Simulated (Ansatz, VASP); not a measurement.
**Ge: VASP beside Ansatz**

```
CELL_PARAMETERS angstrom
0.00000 2.91363 2.82877
2.91363 0.00000 2.82877
2.91363 2.91363 0.00000
ATOMIC_POSITIONS crystal
Ge 0.50000 0.50000 0.50000
Ge 0.75000 0.75000 0.75000
```

Change from the starting cell: equal xx and yy strain of +3 %.

Alike in both runs: task single point; functional LDA; k mesh 10 × 10 × 10; occupations fermi-dirac, width 0.05 eV; no spin polarisation.

|  | VASP | Ansatz |
| --- | --- | --- |
| version | VASP 6.6.1 | Ansatz 0.2.0 |
| potentials or method | VASP PAW LDA potentials, release 64 (Ge_d), cutoff 520 eV | all-electron LAPW, scalar-relativistic |

```tsv
	VASP	Ansatz	Ansatz less VASP
pressure (GPa)	-4.5	-4.6	-0.08
traceless stress, the component that is largest in VASP (GPa)	1.26	1.25	-0.010
```

LDA's correlation is that of Perdew and Zunger in VASP and of Perdew and Wang (1992) in Ansatz. Ansatz ran all-electron here, and VASP with PAW potentials.
